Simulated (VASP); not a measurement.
A run of VASP 6.6.1:

The input INCAR:

```
PREC = Accurate ; ENCUT = 500
EDIFF = 1E-6 ; ISMEAR = 0
SIGMA = 0.02 ; LREAL = F
LASPH = T ; NELM = 120
ALGO = Normal ; ISIF = 2
LWAVE = F ; LCHARG = F
GGA = PE ; NBANDS = 10
GGA_COMPAT = F
```

File KPOINTS:

```
Automatic mesh
0
Gamma
  8 8 4
```

The input POSCAR:

```
H
1.0
    1.6092968017     -2.7110366670      0.0000000000
    1.6092968017      2.7110366670      0.0000000000
    0.0000000000      0.0000000000      6.1791590730
H
4
Direct
    0.5579620273      0.4420379727      0.9953062862
    0.4420379727      0.5579620273      0.0046937138
    0.4420379727      0.5579620273      0.4953062862
    0.5579620273      0.4420379727      0.5046937138
```

Potentials or basis: VASP PAW PBE potentials, release 64 (H).

Launch:

```bash
$ cat potpaw_PBE.64/H/POTCAR > POTCAR
$ mpirun -np 1 vasp_std > vasp.out
```

Hardware: 1 thread of Intel(R) Xeon(R) 6975P-C (Granite Rapids) (shared host).

Question: How long does it take, and how much memory?

Answer: It took 8.3 s on 1 thread of Intel(R) Xeon(R) 6975P-C (Granite Rapids), on a shared host, peak memory 0.16 GiB. Counts: scf iterations 12, k points 63.
